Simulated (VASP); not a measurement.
# P (Im-3m) in VASP: settings compared

Aim: see how the results for P move with the level of theory and the settings. Levels: LDA, PBE. Tasks: single point.

Everything below comes from runs of VASP 6.6.1. Logs are shortened: lines on timing, memory, paths and dates and some standing lists are left out, and cuts for length are marked.

## (1) The cell of the first run

The structure is cubic, space group Im-3m (No. 229). The conventional cell has a = 2.418 Å, b = 2.418 Å, c = 2.418 Å, α = 90.00°, β = 90.00°, γ = 90.00°. P (site symmetry m-3m) has 14 P at 2.09 to 2.42 Å within 2.8 Å.

## (2) Single point, LDA

The input, INCAR:

```
SYSTEM = P
  PREC = Accurate
  ENCUT = 520
  EDIFF = 1E-6
  ISMEAR = -1
  SIGMA = 0.05
  LREAL = .FALSE.
  LASPH = .TRUE.
  NELM = 100
  ALGO = Normal
  ISIF = 2
  LWAVE = .FALSE.
  LCHARG = .FALSE.
  NBANDS = 8
```

The input, KPOINTS:

```
Automatic mesh
0
G
  17 17 17
  0 0 0
```

The input, POSCAR:

```
P
1.0
   -1.2088347980      1.2088347980      1.2088347980
    1.2088347980     -1.2088347980      1.2088347980
    1.2088347980      1.2088347980     -1.2088347980
P
1
Direct
    0.0000000000      0.0000000000      0.0000000000
```

Potentials or basis: VASP PAW LDA potentials, release 64 (P).

On the command line:

```
$ cat potpaw_LDA.64/P/POTCAR > POTCAR
$ mpirun -np 1 vasp_std > vasp.out
```

OUTCAR:

```text
SYSTEM = P
   PREC = Accurate
   ENCUT = 520
   EDIFF = 1E-6
   ISMEAR = -1
   LREAL = .FALSE.
   LASPH = .TRUE.
   NELM = 100
   ISIF = 2

 ion  position               nearest neighbor table
   1  0.000  0.000  0.000-

  LATTYP: Found a body centered cubic cell.
 ALAT       =     2.4176695960

  Lattice vectors:

 A1 = (  -1.2088347980,   1.2088347980,   1.2088347980)
 A2 = (   1.2088347980,  -1.2088347980,   1.2088347980)
 A3 = (   1.2088347980,   1.2088347980,  -1.2088347980)

Analysis of symmetry for initial positions (statically):
=====================================================================
 Subroutine PRICEL returns:
 Original cell was already a primitive cell.

 Routine SETGRP: Setting up the symmetry group for a
 body centered cubic supercell.

 Subroutine GETGRP returns: Found 48 space group operations
 (whereof 48 operations were pure point group operations)
 out of a pool of 48 trial point group operations.

The static configuration has the point symmetry O_h .

Analysis of symmetry for dynamics (positions and initial velocities):
=====================================================================
 Subroutine PRICEL returns:
 Original cell was already a primitive cell.

 Routine SETGRP: Setting up the symmetry group for a
 body centered cubic supercell.

 Subroutine GETGRP returns: Found 48 space group operations
 (whereof 48 operations were pure point group operations)
 out of a pool of 48 trial point group operations.

The dynamic configuration has the point symmetry O_h .

 Subroutine INISYM returns: Found 48 space group operations
 (whereof 48 operations are pure point group operations),
 and found     1 'primitive' translations

----------------------------------------------------------------------------------------

                                     Primitive cell

  volume of cell :       7.0658

  direct lattice vectors                    reciprocal lattice vectors
    -1.208834798  1.208834798  1.208834798     0.000000000  0.413621448  0.413621448
     1.208834798 -1.208834798  1.208834798     0.413621448  0.000000000  0.413621448
     1.208834798  1.208834798 -1.208834798     0.413621448  0.413621448  0.000000000

  length of vectors
     2.093763288  2.093763288  2.093763288     0.584949062  0.584949062  0.584949062

  position of ions in fractional coordinates (direct lattice)
     0.000000000  0.000000000  0.000000000

  ion indices of the primitive-cell ions
   primitive index   ion index
                 1           1

----------------------------------------------------------------------------------------

 KPOINTS: Automatic mesh

Automatic generation of k-mesh.
 Grid dimensions read from file:
 generate k-points for:   17   17   17

 Generating k-lattice:

  Cartesian coordinates                     Fractional coordinates (reciprocal lattice)
     0.000000000  0.024330673  0.024330673     0.058823529  0.000000000  0.000000000
     0.024330673  0.000000000  0.024330673     0.000000000  0.058823529  0.000000000
     0.024330673  0.024330673  0.000000000     0.000000000  0.000000000  0.058823529

  Length of vectors
     0.034408768  0.034408768  0.034408768

  Shift w.r.t. Gamma in fractional coordinates (k-lattice)
     0.000000000  0.000000000  0.000000000

 Subroutine IBZKPT returns following result:
 ===========================================

 Found    165 irreducible k-points:

 Following reciprocal coordinates:
            Coordinates               Weight
  0.000000  0.000000  0.000000      1.000000
  0.058824  0.000000  0.000000     12.000000
  0.117647  0.000000  0.000000     12.000000
  0.176471  0.000000  0.000000     12.000000
  0.235294  0.000000  0.000000     12.000000
  0.294118  0.000000  0.000000     12.000000
[... 16 lines left out ...]
  0.411765  0.117647 -0.000000     48.000000
  0.176471  0.176471  0.000000     24.000000
 [... further k-points ...]
   k-points           NKPTS =    165   k-points in BZ     NKDIM =    165   number of bands    NBANDS=      8
   number of dos      NEDOS =    301   number of ions     NIONS =      1
   total plane-waves  NPLWV =   4096
   dimension x,y,z NGX =    16 NGY =   16 NGZ =   16
   dimension x,y,z NGXF=    32 NGYF=   32 NGZF=   32
   ions per type =               1
   NGX,Y,Z   is equivalent  to a cutoff of  12.70, 12.70, 12.70 a.u.
   NGXF,Y,Z  is equivalent  to a cutoff of  25.41, 25.41, 25.41 a.u.
 SYSTEM =  P
   PREC   = accura    normal or accurate (medium, high low for compatibility)
   ISTART =      0    job   : 0-new  1-cont  2-samecut
   ICHARG =      2    charge: 1-file 2-atom 10-const
   ISPIN  =      1    spin polarized calculation?
   LNONCOLLINEAR =      F non collinear calculations
   LSORBIT =      F    spin-orbit coupling
   LASPH  =      T    aspherical Exc in radial PAW
   ENCUT  =  520.0 eV  38.22 Ry    6.18 a.u.   3.89  3.89  3.89*2*pi/ulx,y,z
   NELM   =    100;   NELMIN=  2; NELMDL= -5     # of ELM steps
   EDIFF  = 0.1E-05   stopping-criterion for ELM
   LREAL  =      F    real-space projection
   EDIFFG = 0.1E-04   stopping-criterion for IOM
   NSW    =      0    number of steps for IOM
   IBRION =     -1    ionic relax: 0-MD 1-quasi-New 2-CG
   NFREE  =      0    steps in history (QN), initial steepest desc. (CG)
   ISIF   =      2    stress and relaxation
   ISYM   =      2    0-nonsym 1-usesym 2-fastsym
   POTIM  = 0.5000    time-step for ionic-motion
   TEBEG  =    0.0;   TEEND  =   0.0 temperature during run
   PSTRESS=    0.0 pullay stress
   NELECT =       5.0000    total number of electrons
   NUPDOWN=      -1.0000    fix difference up-down
   EMIN   =  10.00;   EMAX   =-10.00  energy-range for DOS
   EFERMI =   0.00;   METHOD = LEGACY
   ISMEAR =    -1;   SIGMA  =   0.05  broadening in eV -4-tet -1-fermi 0-gaus
   EFERMI_NEDOS =   21; number of points for ismear=-14 and -15
   IALGO  =     38    algorithm
   IMIX   =      4    mixing-type and parameters
     AMIX     =   0.40;   BMIX     =  1.00
     AMIX_MAG =   1.60;   BMIX_MAG =  1.00
  volume/ion in A,a.u.               =       7.07        47.68
  Fermi-wavevector in a.u.,A,eV,Ry     =   1.458852  2.756830 28.956585  2.128249
  Thomas-Fermi vector in A             =   2.575488
   LORBIT       =      0    0 simple, 1 ext, 2 COOP (PROOUT), +10 PAW based schemes
   GGA     = CA    functional components
   LHFCALC =     F    Hartree Fock is set to
   AEXX    =    0.0000 exact exchange contribution
   IVDW    =     0    specifies the selected vdW correction
   LEPSILON=     F    determine dielectric tensor
   LRPA    =     F    only Hartree local field effects (RPA)
 non-spin polarized calculation
  energy-cutoff  :      520.00
  volume of cell :        7.07
 maximum number of plane-waves:       201
   NGX =  7   NGY =  7   NGZ =  7

 number of electron       5.0000000 magnetization

 Free energy of the ion-electron system (eV)
  ---------------------------------------------------
  ext. energy  EPLUGINS =         0.00000000
  ---------------------------------------------------
  free energy    TOTEN  =        -2.38855538 eV

  energy without entropy =       -2.38562726  energy(sigma->0) =       -2.38709132

 E-fermi :  23.2385     XC(G=0): -14.8620

 val. band max:       23.1802396810   @ k =   0.2353   0.1765   0.1176
 cond. band min:      23.2752522269   @ k =  -0.4118   0.4706   0.1176
 fundamental gap:      0.0950125460
 Fermi energy:        23.2385162303

 k-point     1 :       0.0000    0.0000    0.0000
  band No.  band energies     occupation
      1      -2.5782      2.00000
      2      37.5750      0.00000
      3      37.5750      0.00000
      4      37.5750      0.00000
      5      40.6473      0.00000
      6      40.6473      0.00000
      7      40.6473      0.00000
      8      43.7589      0.00000

 k-point     2 :       0.0588    0.0000    0.0000
  band No.  band energies     occupation
      1      -2.4101      2.00000
      2      35.7258      0.00000
      3      36.5016      0.00000
      4      36.9823      0.00000
      5      40.0652      0.00000
      6      41.4852      0.00000
      7      42.0123      0.00000
      8      42.4327      0.00000

 k-point     3 :       0.1176    0.0000    0.0000
  band No.  band energies     occupation
      1      -1.9070      2.00000
      2      32.1380      0.00000
      3      34.8646      0.00000
      4      35.6235      0.00000
      5      38.7650      0.00000
      6      40.8152      0.00000
      7      42.7915      0.00000
      8      44.1186      0.00000

 k-point     4 :       0.1765    0.0000    0.0000
  band No.  band energies     occupation
      1      -1.0715      2.00000
      2      28.1637      0.00000
      3      33.3737      0.00000
      4      34.0757      0.00000
      5      37.3322      0.00000
      6      39.5608      0.00000
      7      44.1468      0.00000
      8      44.7113      0.00000

 k-point     5 :       0.2353    0.0000    0.0000
  band No.  band energies     occupation
      1       0.0916      2.00000
      2      24.2274      0.00000
      3      32.1185      0.00000
      4      32.6298      0.00000
      5      36.0258      0.00000
      6      38.4957      0.00000
      7      45.5685      0.00000
      8      45.6651      0.00000
[... 177 lines left out ...]
 k-point    22 :       0.3529    0.1176    0.0000
  band No.  band energies     occupation
      1       5.9417      2.00000
      2      14.1652      2.00000
      3      24.4988      0.00000
      4      29.6602      0.00000
      5      36.0324      0.00000
      6      40.4461      0.00000
      7      46.6835      0.00000
      8      51.9909      0.00000

 k-point    23 :       0.4118    0.1176   -0.0000
  band No.  band energies     occupation
      1       8.2303      2.00000
      2      11.3050      2.00000
      3      24.1970      0.00000
      4      29.3861      0.00000
      5      35.7520      0.00000
      6      40.3245      0.00000
      7      48.1124      0.00000
      8      51.2082      0.00000

 k-point    24 :       0.1765    0.1765    0.0000
  band No.  band energies     occupation
      1       1.9039      2.00000
      2      22.6816      1.99997
      3      23.9962      0.00000
      4      30.9605      0.00000
      5      39.0839      0.00000
      6      39.7891      0.00000
      7      46.6114      0.00000
      8      47.1966      0.00000

 [... further k-points ...]

------------------------ aborting loop because EDIFF is reached ----------------------------------------

  FORCE on cell =-STRESS in cart. coord.  units (eV):
  Direction    XX          YY          ZZ          XY          YZ          ZX
  --------------------------------------------------------------------------------------
  -------------------------------------------------------------------------------------
  Total       11.7703336     11.7703336     11.7703336      0.0000000      0.0000000      0.0000000
  in kB     2668.9381134   2668.9381134   2668.9381134      0.0000000      0.0000000      0.0000000
  external PRESSURE =    2668.9381134 kB  Pullay stress =       0.0000000 kB

 VOLUME and BASIS-vectors are now :
 -----------------------------------------------------------------------------
  energy-cutoff  :      520.00
  volume of cell :        7.07
      direct lattice vectors                 reciprocal lattice vectors
    -1.208834798  1.208834798  1.208834798     0.000000000  0.413621448  0.413621448
     1.208834798 -1.208834798  1.208834798     0.413621448  0.000000000  0.413621448
     1.208834798  1.208834798 -1.208834798     0.413621448  0.413621448  0.000000000

 POSITION                                       TOTAL-FORCE (eV/Angst)
 -----------------------------------------------------------------------------------
      0.00000      0.00000      0.00000        -0.000000     -0.000000      0.000000
 -----------------------------------------------------------------------------------
    total drift:                               -0.000000     -0.000000      0.000000

  FREE ENERGIE OF THE ION-ELECTRON SYSTEM (eV)
  ---------------------------------------------------
  free  energy   TOTEN  =        -2.3885553837 eV

  energy  without entropy=       -2.3856272564  energy(sigma->0) =       -2.38709132
```

It took 3.1 s on 1 thread of Intel Xeon Platinum 8488C (Sapphire Rapids), shared host; peak memory 0.11 GiB.

What came out:

```yaml
Free_energy: -2.3886 eV
Pressure: 266.9 GPa
```

Levels at points of the mesh, in eV from the Fermi level:
| k point | band 1 | band 2 | band 3 | band 4 | band 5 | band 6 | band 7 | band 8 |
| --- | --- | --- | --- | --- | --- | --- | --- | --- |
| (0.00, 0.00, 0.00) | -25.82 | 14.34 | 14.34 | 14.34 | 17.41 | 17.41 | 17.41 | 20.52 |

## (3) Single point, LDA

The input, INCAR:

```
SYSTEM = P
PREC = Accurate
ENCUT = 520
EDIFF = 1E-6
ISMEAR = -1
SIGMA = 0.05
LREAL = .False.
LASPH = .True.
NELM = 60
ALGO = Normal
ISIF = 2
LWAVE = .False.
LCHARG = .False.
GGA = CA
NBANDS = 8
```

The input, KPOINTS:

```
regular mesh
0
Gamma
  17 17 17
  0 0 0
```

POSCAR is that of step 2.

Potentials or basis: VASP PAW LDA potentials, release 64 (P).

On the command line:

```
$ cat potpaw_LDA.64/P/POTCAR > POTCAR
$ mpirun -np 1 vasp_std > vasp.out
```

Run time: 2.9 s. Hardware: 1 thread of Intel Xeon Platinum 8488C (Sapphire Rapids), shared host; peak memory 0.11 GiB.

The run converged. Its results:

```
Free energy : -2.3886 eV
Pressure    : 266.9 GPa
```

Levels at points of the mesh, in eV from the Fermi level:
```
           k point  band 1  band 2  band 3  band 4  band 5  band 6  band 7
(0.00, 0.00, 0.00)  -25.82   14.34   14.34   14.34   17.41   17.41   17.41
```

## (4) Single point, LDA (volume scaled by 0.52)

The input, INCAR:

```
PREC = Accurate ; ENCUT = 520
EDIFF = 1E-7 ; ISMEAR = -1
SIGMA = 0.05 ; LREAL = False
LASPH = True ; NELM = 80
ALGO = Normal ; ISIF = 2
LWAVE = False ; LCHARG = False
GGA = CA ; NBANDS = 8
```

The input, KPOINTS:

```
regular mesh
0
Gamma
  17 17 17
```

POSCAR is that of step 3.

On the command line:

```
$ cat potpaw_LDA.64/P/POTCAR > POTCAR
$ mpirun -np 1 vasp_std > vasp.out
```

It took 2.9 s on 1 thread of Intel Xeon Platinum 8488C (Sapphire Rapids), shared host; peak memory 0.11 GiB.

It converged, with:

- Free energy: -2.3886 eV
- Pressure: 266.9 GPa

Levels at points of the mesh, in eV from the Fermi level:
```csv
k point,band 1,band 2,band 3,band 4,band 5,band 6,band 7,band 8
"(0.00, 0.00, 0.00)",-25.82,14.34,14.34,14.34,17.41,17.41,17.41,20.52
```

## (5) Single point, PBE

The input, INCAR:

```
SYSTEM = P
PREC = Accurate ; ENCUT = 520
EDIFF = 1E-6 ; ISMEAR = -1
SIGMA = 0.05 ; LREAL = .False.
LASPH = .True. ; NELM = 60
ALGO = Normal ; ISIF = 2
LWAVE = .False. ; LCHARG = .False.
GGA = PE ; NBANDS = 8
```

The input, KPOINTS:

```
regular mesh
0
Gamma
  17 17 17
  0 0 0
```

POSCAR is that of step 4.

Potentials or basis: VASP PAW PBE potentials, release 64 (P).

On the command line:

```
$ cat potpaw_PBE.64/P/POTCAR > POTCAR
$ mpirun -np 1 vasp_std > vasp.out
```

Run time: 2.9 s. Hardware: 1 thread of Intel Xeon Platinum 8488C (Sapphire Rapids), shared host; peak memory 0.11 GiB.

Results (log left out):

| Item | Value |
| --- | --- |
| Free energy | -1.2704 eV |
| Pressure | 281.9 GPa |

Levels at points of the mesh, in eV from the Fermi level:
| k point | band 1 | band 2 | band 3 | band 4 | band 5 | band 6 |
| --- | --- | --- | --- | --- | --- | --- |
| (0.00, 0.00, 0.00) | -25.94 | 14.37 | 14.37 | 14.37 | 17.70 | 17.70 |
